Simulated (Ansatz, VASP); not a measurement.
**One calculation of SiC, two programs**

```
Si C
1.0
     0.00000    2.16448    2.16448
     2.16448    0.00000    2.16448
     2.16448    2.16448    0.00000
Si C
1 1
Direct
  0.00000 0.00000 0.00000
  0.25000 0.25000 0.25000
```

Alike in both runs: functional LDA; k mesh 10 × 10 × 10; occupations gaussian, width 0.02 eV; no spin polarisation.

Ansatz relaxed the structure, and its values are those at the end. VASP's run is a single point on that final structure, the one shown.

|  | VASP | Ansatz |
| --- | --- | --- |
| version | VASP 6.6.1 | Ansatz 0.2.0 |
| potentials or method | VASP PAW LDA potentials, release 64 (Si, C), cutoff 600 eV | scalar-relativistic, plane waves, PAW |
| valence electrons in the cell | 8 | 8 |

|  | VASP | Ansatz | Ansatz less VASP |
| --- | --- | --- | --- |
| gap on the k mesh at the Fermi level (eV) | 1.29 | 1.30 | +0.013 |
| least direct gap on the mesh (eV) | 4.52 | 4.53 | +0.012 |
| pressure (GPa) | 0.3 | 0.0 | -0.26 |

LDA's correlation is that of Perdew and Zunger in VASP and of Perdew and Wang (1992) in Ansatz.
